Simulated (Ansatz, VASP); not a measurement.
One calculation of TiC, two programs

POSCAR

```
TiC
1.0
    0.0000000000      2.0990800000      2.1640000000
    2.0990800000      0.0000000000      2.1640000000
    2.0990800000      2.0990800000      0.0000000000
Ti C
1 1
Direct
    0.0000000000      0.0000000000      0.0000000000
    0.5000000000      0.5000000000      0.5000000000
```

File INCAR.step1:

```
SYSTEM = TiC
  ALGO = Normal
  EDIFF = 1E-4
  ENCUT = 520
  GGA = PE
  ISMEAR = 0
  LASPH = .True.
  LCHARG = .False.
  LREAL = .False.
  LWAVE = .True.
  NBANDS = 15
  NELM = 100
  PREC = Accurate
  SIGMA = 0.15
```

INCAR.step2

```
SYSTEM = TiC
  ALGO = Normal
  EDIFF = 1E-6
  ENCUT = 520
  ISIF = 2
  ISMEAR = 0
  ISTART = 1
  LASPH = .True.
  LCHARG = .False.
  LMIXTAU = .True.
  LREAL = .False.
  LWAVE = .False.
  METAGGA = R2SCAN
  NBANDS = 15
  NELM = 100
  PREC = Accurate
  SIGMA = 0.15
```

Contents of KPOINTS:

```
k-points
0
Gamma
  18 18 18
  0 0 0
```

Input for Ansatz:

```yaml
crystal:
  lattice:
    - [0.0, 2.09908, 2.164]
    - [2.09908, 0.0, 2.164]
    - [2.09908, 2.09908, 0.0]
  atoms:
    - { symbol: Ti, position: [0.0, 0.0, 0.0] }
    - { symbol: C, position: [0.5, 0.5, 0.5] }
basis:
  ecutwfc: 500
kpoints:
  mp_grid: { grid: [18, 18, 18] }
hamiltonian:
  xc: r2scan
scf:
  occupations: { method: gaussian, width: 0.15 }
output:
  forces: true
  stress: true
  eigenvalues: true
```

Change from the starting cell: strain -0.030 along x and y, +0.000 along z, atoms carried along.

Alike in both runs: task single point; functional r2SCAN; k mesh 18 × 18 × 18; occupations gaussian, width 0.15 eV; no spin polarisation.

|  | VASP | Ansatz |
| --- | --- | --- |
| version | VASP 6.6.1 | Ansatz 0.2.0 |
| potentials or method | VASP PAW PBE potentials, release 64 (Ti_sv, C), cutoff 520 eV | scalar-relativistic, plane waves, PAW |
| valence electrons in the cell | 16 | 16 |

```csv
,VASP,Ansatz,Ansatz less VASP
gap on the k mesh at the Fermi level (eV),none,none,-
pressure (GPa),19.6,18.5,-1.06
"traceless stress, the component that is largest in VASP (GPa)",-10.29,-10.18,+0.104
```

VASP's potentials were made for PBE, not for r2SCAN. A gap of «none» marks a metal or a gap that the smearing closes.
